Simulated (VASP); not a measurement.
# SrTl (Pm-3m) in VASP: a series of runs

The runs below take SrTl through electric field gradients, with LDA.

All numbers are computed with VASP 6.6.1; they aren't measurements. Logs are shortened: lines on timing, memory, paths and dates and some standing lists are left out, and cuts for length are marked.

### 1 The cell of the first run

The structure is cubic, space group Pm-3m (No. 221). The conventional cell has a = 2.994 Å, b = 2.994 Å, c = 2.994 Å, α = 90.00°, β = 90.00°, γ = 90.00°. Sr (site symmetry m-3m) has 8 Tl at 2.59 Å and 6 Sr at 2.99 Å within 3.4 Å. Tl (site symmetry m-3m) has 8 Sr at 2.59 Å and 6 Tl at 2.99 Å within 3.4 Å.

### 2 Electric field gradients, LDA (volume scaled by 0.4)

INCAR reads:

```
SYSTEM = SrTl
ALGO = Normal ; EDIFF = 1E-8
ENCUT = 520 ; GGA = CA
ISIF = 2 ; ISMEAR = -1
LASPH = .TRUE. ; LCHARG = .FALSE.
LEFG = .TRUE. ; LREAL = .FALSE.
LWAVE = .FALSE. ; NBANDS = 18
NELM = 60 ; PREC = Accurate
SIGMA = 0.05
```

KPOINTS reads:

```
k-points
0
G
  9 9 9
  0 0 0
```

POSCAR reads:

```
SrTl
1.0
    2.9935356779      0.0000000000      0.0000000000
    0.0000000000      2.9935356779      0.0000000000
    0.0000000000      0.0000000000      2.9935356779
Sr Tl
1 1
Direct
    0.0000000000      0.0000000000      0.0000000000
    0.5000000000      0.5000000000      0.5000000000
```

Potentials or basis: VASP PAW LDA potentials, release 64 (Sr_sv, Tl_d).

Started as:

```sh
$ cat potpaw_LDA.64/Sr_sv/POTCAR potpaw_LDA.64/Tl_d/POTCAR > POTCAR
$ mpirun -np 1 vasp_std > vasp.out
```

OUTCAR:

```text
SYSTEM = SrTl
   EDIFF = 1E-8
   ENCUT = 520
   GGA = CA
   ISIF = 2
   ISMEAR = -1
   LASPH = .TRUE.
   LREAL = .FALSE.
   NELM = 60
   PREC = Accurate

 ion  position               nearest neighbor table
   1  0.000  0.000  0.000-   2 2.59   2 2.59   2 2.59   2 2.59   2 2.59   2 2.59   2 2.59   2 2.59

   2  0.500  0.500  0.500-   1 2.59   1 2.59   1 2.59   1 2.59   1 2.59   1 2.59   1 2.59   1 2.59

  LATTYP: Found a simple cubic cell.
 ALAT       =     2.9935356779

  Lattice vectors:

 A1 = (   2.9935356779,   0.0000000000,   0.0000000000)
 A2 = (   0.0000000000,   2.9935356779,   0.0000000000)
 A3 = (   0.0000000000,   0.0000000000,   2.9935356779)

Analysis of symmetry for initial positions (statically):
=====================================================================
 Subroutine PRICEL returns:
 Original cell was already a primitive cell.

 Routine SETGRP: Setting up the symmetry group for a
 simple cubic supercell.

 Subroutine GETGRP returns: Found 48 space group operations
 (whereof 48 operations were pure point group operations)
 out of a pool of 48 trial point group operations.

The static configuration has the point symmetry O_h .

Analysis of symmetry for dynamics (positions and initial velocities):
=====================================================================
 Subroutine PRICEL returns:
 Original cell was already a primitive cell.

 Routine SETGRP: Setting up the symmetry group for a
 simple cubic supercell.

 Subroutine GETGRP returns: Found 48 space group operations
 (whereof 48 operations were pure point group operations)
 out of a pool of 48 trial point group operations.

The dynamic configuration has the point symmetry O_h .

 Subroutine INISYM returns: Found 48 space group operations
 (whereof 48 operations are pure point group operations),
 and found     1 'primitive' translations

----------------------------------------------------------------------------------------

                                     Primitive cell

  volume of cell :      26.8258

  direct lattice vectors                    reciprocal lattice vectors
     2.993535678  0.000000000  0.000000000     0.334053142  0.000000000  0.000000000
     0.000000000  2.993535678  0.000000000     0.000000000  0.334053142  0.000000000
[... 124 lines left out ...]

 Free energy of the ion-electron system (eV)
  ---------------------------------------------------
  ext. energy  EPLUGINS =         0.00000000
  ---------------------------------------------------
  free energy    TOTEN  =         4.26531068 eV

  energy without entropy =        4.27521242  energy(sigma->0) =        4.27026155

 E-fermi :  14.3384     XC(G=0): -14.1543

 val. band max:       14.2500950734   @ k =   0.4444   0.3333   0.1111
 cond. band min:      14.3492754002   @ k =   0.1111   0.0000   0.0000
 fundamental gap:      0.0991803269
 Fermi energy:        14.3384229216

 k-point     1 :       0.0000    0.0000    0.0000
  band No.  band energies     occupation
      1     -21.6366      2.00000
      2      -2.9226      2.00000
      3      -2.9226      2.00000
      4      -2.9226      2.00000
      5      -1.0550      2.00000
      6      -1.0550      2.00000
[... 481 lines left out ...]
      5      -0.3035      2.00000
      6       0.0327      2.00000
[... 10 lines left out ...]
     17      24.4030      0.00000
     18      26.4836      0.00000

 [... further k-points ...]

------------------------ aborting loop because EDIFF is reached ----------------------------------------

  FORCE on cell =-STRESS in cart. coord.  units (eV):
  Direction    XX          YY          ZZ          XY          YZ          ZX
  --------------------------------------------------------------------------------------
  -------------------------------------------------------------------------------------
  Total       32.3129733     32.3129733     32.3129733      0.0000000     -0.0000000      0.0000000
  in kB     1929.8972576   1929.8972576   1929.8972576      0.0000000     -0.0000000      0.0000000
  external PRESSURE =    1929.8972576 kB  Pullay stress =       0.0000000 kB

 VOLUME and BASIS-vectors are now :
 -----------------------------------------------------------------------------
  energy-cutoff  :      520.00
  volume of cell :       26.83
      direct lattice vectors                 reciprocal lattice vectors
     2.993535678  0.000000000  0.000000000     0.334053142  0.000000000  0.000000000
     0.000000000  2.993535678  0.000000000     0.000000000  0.334053142  0.000000000
     0.000000000  0.000000000  2.993535678     0.000000000  0.000000000  0.334053142

 POSITION                                       TOTAL-FORCE (eV/Angst)
 -----------------------------------------------------------------------------------
      0.00000      0.00000      0.00000         0.000000      0.000000      0.000000
      1.49677      1.49677      1.49677         0.000000      0.000000      0.000000
 -----------------------------------------------------------------------------------
    total drift:                                0.000000     -0.000000     -0.000000

  FREE ENERGIE OF THE ION-ELECTRON SYSTEM (eV)
  ---------------------------------------------------
  free  energy   TOTEN  =         4.2653106782 eV

  energy  without entropy=        4.2752124182  energy(sigma->0) =        4.27026155

 Electric field gradients (V/A^2)
---------------------------------------------------------------------
 ion       V_xx      V_yy      V_zz      V_xy      V_xz      V_yz
---------------------------------------------------------------------
   1       0.000     0.000    -0.000    -0.000     0.000    -0.000
   2       0.000    -0.000     0.000     0.000     0.000    -0.000
---------------------------------------------------------------------

 Electric field gradients after diagonalization (V/A^2)
 (convention: |V_zz| > |V_xx| > |V_yy|)
----------------------------------------------------------------------
 ion       V_xx      V_yy      V_zz     asymmetry (V_yy - V_xx)/ V_zz
----------------------------------------------------------------------
   1       0.000     0.000    -0.000       0.119
   2      -0.000     0.000     0.000       0.916
----------------------------------------------------------------------

           NMR quadrupolar parameters

 Cq : quadrupolar parameter    Cq=e*Q*V_zz/h
 eta: asymmetry parameters     (V_yy - V_xx)/ V_zz
 Q  : nuclear electric quadrupole moment in mb (millibarn)
----------------------------------------------------------------------
 ion       Cq(MHz)       eta       Q (mb)
----------------------------------------------------------------------
   1      -0.000       0.119       1.000
   2       0.000       0.916       1.000
----------------------------------------------------------------------
```

OSZICAR:

```text
N       E                     dE             d eps       ncg     rms          rms(c)
DAV:   1     0.140539012673E+03    0.14054E+03   -0.13246E+04  1260   0.134E+03
DAV:   2     0.715278585250E+01   -0.13339E+03   -0.13035E+03  1422   0.320E+02
DAV:   3     0.352448518687E+01   -0.36283E+01   -0.36109E+01  1662   0.452E+01
DAV:   4     0.347071263057E+01   -0.53773E-01   -0.53706E-01  1568   0.477E+00
DAV:   5     0.346950623051E+01   -0.12064E-02   -0.12062E-02  1584   0.573E-01    0.774E+01
DAV:   6     0.409112442601E+01    0.62162E+00   -0.69568E-01  1370   0.939E+00    0.431E+01
DAV:   7     0.425771822148E+01    0.16659E+00   -0.30337E-01  1748   0.547E+00    0.374E+00
DAV:   8     0.426532856329E+01    0.76103E-02   -0.34456E-02  1404   0.206E+00    0.447E-01
DAV:   9     0.426525578399E+01   -0.72779E-04   -0.15323E-03  1540   0.297E-01    0.266E-01
DAV:  10     0.426530637063E+01    0.50587E-04   -0.49180E-04  1724   0.229E-01    0.140E-01
DAV:  11     0.426531031699E+01    0.39464E-05   -0.67553E-05  1668   0.925E-02    0.510E-02
DAV:  12     0.426531078278E+01    0.46579E-06   -0.35612E-06  1618   0.193E-02    0.713E-03
DAV:  13     0.426531066676E+01   -0.11603E-06   -0.35499E-07  1898   0.379E-03    0.449E-03
DAV:  14     0.426531067858E+01    0.11823E-07   -0.73582E-08  1404   0.342E-03    0.121E-03
DAV:  15     0.426531067825E+01   -0.33469E-09   -0.69576E-09   824   0.752E-04
   1 F= 0.42653107E+01 E0= 0.42702615E+01  d E =-.990174E-02
```

Wall time 9.9 s (1 thread of Intel Xeon Platinum 8259CL at 2.50GHz (Skylake/Cascade Lake), shared host); peak memory 0.13 GiB.

Results:

- Free energy: 4.2653 eV
- Pressure: 193.0 GPa

Caveat: without QUAD_EFG the Cq values of the log hold for a quadrupole moment of 1 mb, not for the nuclei; spin-orbit coupling is left out, which moves the levels of the heavy elements.

### 3 Electric field gradients, LDA (volume scaled by 0.65)

INCAR reads:

```
SYSTEM = SrTl
PREC = Accurate ; ENCUT = 520
EDIFF = 1E-8 ; ISMEAR = -1
SIGMA = 0.05 ; LREAL = .False.
LASPH = .True. ; NELM = 80
ALGO = Normal ; ISIF = 2
LWAVE = .False. ; LCHARG = .False.
LEFG = .True. ; NBANDS = 18
```

KPOINTS reads:

```
Automatic mesh
0
Gamma
  9 9 9
  0 0 0
```

POSCAR reads:

```
SrTl
1.0
    3.5194021392      0.0000000000      0.0000000000
    0.0000000000      3.5194021392      0.0000000000
    0.0000000000      0.0000000000      3.5194021392
Sr Tl
1 1
Direct
    0.0000000000      0.0000000000      0.0000000000
    0.5000000000      0.5000000000      0.5000000000
```

Potentials or basis: VASP PAW LDA potentials, release 64 (Sr_sv, Tl_d).

Started as:

```sh
$ cat potpaw_LDA.64/Sr_sv/POTCAR potpaw_LDA.64/Tl_d/POTCAR > POTCAR
$ mpirun -np 1 vasp_std > vasp.out
```

OUTCAR:

```text
SYSTEM = SrTl
   PREC = Accurate
   ENCUT = 520
   EDIFF = 1E-8
   ISMEAR = -1
   LREAL = .False.
   LASPH = .True.
   NELM = 80
   ISIF = 2

 ion  position               nearest neighbor table
   1  0.000  0.000  0.000-   2 3.05   2 3.05   2 3.05   2 3.05   2 3.05   2 3.05   2 3.05   2 3.05

   2  0.500  0.500  0.500-   1 3.05   1 3.05   1 3.05   1 3.05   1 3.05   1 3.05   1 3.05   1 3.05

  LATTYP: Found a simple cubic cell.
 ALAT       =     3.5194021392

  Lattice vectors:

 A1 = (   3.5194021392,   0.0000000000,   0.0000000000)
 A2 = (   0.0000000000,   3.5194021392,   0.0000000000)
 A3 = (   0.0000000000,   0.0000000000,   3.5194021392)

Analysis of symmetry for initial positions (statically):
=====================================================================
 Subroutine PRICEL returns:
 Original cell was already a primitive cell.

 Routine SETGRP: Setting up the symmetry group for a
 simple cubic supercell.

[... 692 lines left out ...]
  volume of cell :       43.59
      direct lattice vectors                 reciprocal lattice vectors
     3.519402139  0.000000000  0.000000000     0.284139169  0.000000000  0.000000000
     0.000000000  3.519402139  0.000000000     0.000000000  0.284139169  0.000000000
     0.000000000  0.000000000  3.519402139     0.000000000  0.000000000  0.284139169

 POSITION                                       TOTAL-FORCE (eV/Angst)
 -----------------------------------------------------------------------------------
      0.00000      0.00000      0.00000         0.000000      0.000000      0.000000
      1.75970      1.75970      1.75970         0.000000      0.000000      0.000000
 -----------------------------------------------------------------------------------
    total drift:                                0.000000      0.000000      0.000000

  FREE ENERGIE OF THE ION-ELECTRON SYSTEM (eV)
  ---------------------------------------------------
  free  energy   TOTEN  =        -4.7189125710 eV

  energy  without entropy=       -4.7134770484  energy(sigma->0) =       -4.71619481

 Electric field gradients (V/A^2)
---------------------------------------------------------------------
 ion       V_xx      V_yy      V_zz      V_xy      V_xz      V_yz
---------------------------------------------------------------------
   1      -0.000    -0.000     0.000    -0.000    -0.000     0.000
   2       0.000     0.000    -0.000    -0.000    -0.000    -0.000
---------------------------------------------------------------------

 Electric field gradients after diagonalization (V/A^2)
 (convention: |V_zz| > |V_xx| > |V_yy|)
----------------------------------------------------------------------
 ion       V_xx      V_yy      V_zz     asymmetry (V_yy - V_xx)/ V_zz
----------------------------------------------------------------------
   1       0.000    -0.000    -0.000       1.188
   2       0.000    -0.000     0.000      -0.885
----------------------------------------------------------------------

           NMR quadrupolar parameters

 Cq : quadrupolar parameter    Cq=e*Q*V_zz/h
 eta: asymmetry parameters     (V_yy - V_xx)/ V_zz
 Q  : nuclear electric quadrupole moment in mb (millibarn)
----------------------------------------------------------------------
 ion       Cq(MHz)       eta       Q (mb)
----------------------------------------------------------------------
   1      -0.000       1.188       1.000
   2       0.000      -0.885       1.000
----------------------------------------------------------------------
```

stdout:

```text
POSCAR found type information on POSCAR SrTl
 POSCAR found :  2 types and       2 ions
 scaLAPACK will be used
 LDA part: xc-table for (Slater(with rela. corr.)+CA(PZ))
 , standard interpolation
 POSCAR, INCAR and KPOINTS ok, starting setup
 FFT: planning ... GRIDC
 FFT: planning ... GRID_SOFT
 FFT: planning ... GRID
 WAVECAR not read
 entering main loop
ion   1

ion   2
```

It took 21 s on 1 thread of Intel Xeon Platinum 8259CL at 2.50GHz (Skylake/Cascade Lake), shared host; peak memory 0.15 GiB.

What came out:

* Free energy: -4.7189 eV
* Pressure: 28.5 GPa

Levels at points of the mesh, in eV from the Fermi level:
```
           k point  band 8  band 9  band 10  band 11  band 12  band 13  band 14  band 15
(0.00, 0.00, 0.00)  -11.93  -11.93    -9.66     0.86     0.86     4.31     4.31     4.31
```

Caveat: without QUAD_EFG the Cq values of the log hold for a quadrupole moment of 1 mb, not for the nuclei; spin-orbit coupling is left out, which moves the levels of the heavy elements.

### 4 Electric field gradients, LDA (volume scaled by 0.85)

INCAR reads:

```
ALGO = Normal
EDIFF = 1E-8
ENCUT = 520
GGA = CA
ISIF = 2
ISMEAR = -1
LASPH = T
LCHARG = F
LEFG = T
LREAL = F
LWAVE = F
NBANDS = 18
NELM = 60
PREC = Accurate
SIGMA = 0.05
```

KPOINTS reads:

```
k-points
0
Gamma
  9 9 9
```

POSCAR reads:

```
SrTl
1.0
    3.8486115898      0.0000000000      0.0000000000
    0.0000000000      3.8486115898      0.0000000000
    0.0000000000      0.0000000000      3.8486115898
Sr Tl
1 1
Direct
    0.0000000000      0.0000000000      0.0000000000
    0.5000000000      0.5000000000      0.5000000000
```

Potentials or basis: VASP PAW LDA potentials, release 64 (Sr_sv, Tl_d).

Started as:

```sh
$ cat potpaw_LDA.64/Sr_sv/POTCAR potpaw_LDA.64/Tl_d/POTCAR > POTCAR
$ mpirun -np 1 vasp_std > vasp.out
```

OUTCAR:

```text
EDIFF = 1E-8
   ENCUT = 520
   GGA = CA
   ISIF = 2
   ISMEAR = -1
   LASPH = T
   LREAL = F
   NELM = 60
   PREC = Accurate

 ion  position               nearest neighbor table
   1  0.000  0.000  0.000-   2 3.33   2 3.33   2 3.33   2 3.33   2 3.33   2 3.33   2 3.33   2 3.33

   2  0.500  0.500  0.500-   1 3.33   1 3.33   1 3.33   1 3.33   1 3.33   1 3.33   1 3.33   1 3.33

  LATTYP: Found a simple cubic cell.
 ALAT       =     3.8486115898

  Lattice vectors:

 A1 = (   3.8486115898,   0.0000000000,   0.0000000000)
 A2 = (   0.0000000000,   3.8486115898,   0.0000000000)
 A3 = (   0.0000000000,   0.0000000000,   3.8486115898)

[... 715 lines left out ...]
  free  energy   TOTEN  =        -5.8368870828 eV

  energy  without entropy=       -5.8290289606  energy(sigma->0) =       -5.83295802

 Electric field gradients (V/A^2)
---------------------------------------------------------------------
 ion       V_xx      V_yy      V_zz      V_xy      V_xz      V_yz
---------------------------------------------------------------------
   1      -0.000     0.000     0.000    -0.000    -0.000     0.000
   2      -0.000    -0.000     0.000     0.000     0.000     0.000
---------------------------------------------------------------------

 Electric field gradients after diagonalization (V/A^2)
 (convention: |V_zz| > |V_xx| > |V_yy|)
----------------------------------------------------------------------
 ion       V_xx      V_yy      V_zz     asymmetry (V_yy - V_xx)/ V_zz
----------------------------------------------------------------------
   1       0.000     0.000    -0.000       0.255
   2      -0.000     0.000    -0.000      -0.588
----------------------------------------------------------------------

           NMR quadrupolar parameters

 Cq : quadrupolar parameter    Cq=e*Q*V_zz/h
 eta: asymmetry parameters     (V_yy - V_xx)/ V_zz
 Q  : nuclear electric quadrupole moment in mb (millibarn)
----------------------------------------------------------------------
 ion       Cq(MHz)       eta       Q (mb)
----------------------------------------------------------------------
   1      -0.000       0.255       1.000
   2      -0.000      -0.588       1.000
----------------------------------------------------------------------
```

Wall time 27 s (1 thread of Intel Xeon Platinum 8259CL at 2.50GHz (Skylake/Cascade Lake), shared host); peak memory 0.17 GiB.

Results:

* Free energy: -5.8369 eV
* Pressure: 3.5 GPa

Caveat: without QUAD_EFG the Cq values of the log hold for a quadrupole moment of 1 mb, not for the nuclei; spin-orbit coupling is left out, which moves the levels of the heavy elements.

### 5 The runs side by side

| cell | gap on the mesh (eV) | pressure (GPa) |
| --- | --- | --- |
| a = 2.994 Å, 2 atoms | none | 193.0 |
| a = 3.519 Å, 2 atoms | none | 28.5 |
| a = 3.849 Å, 2 atoms | none | 3.5 |

Alike in all rows: task electric field gradients; level LDA; potentials or basis VASP PAW LDA potentials, release 64 (Sr_sv, Tl_d); no spin polarisation; k mesh 9 × 9 × 9; cutoff (eV) 520; smearing fermi-dirac 0.05 eV.

Caveats: spin-orbit coupling is left out, which moves the levels of the heavy elements.

Total energies depend on the potentials used, so only differences within one code and one set of settings carry meaning.
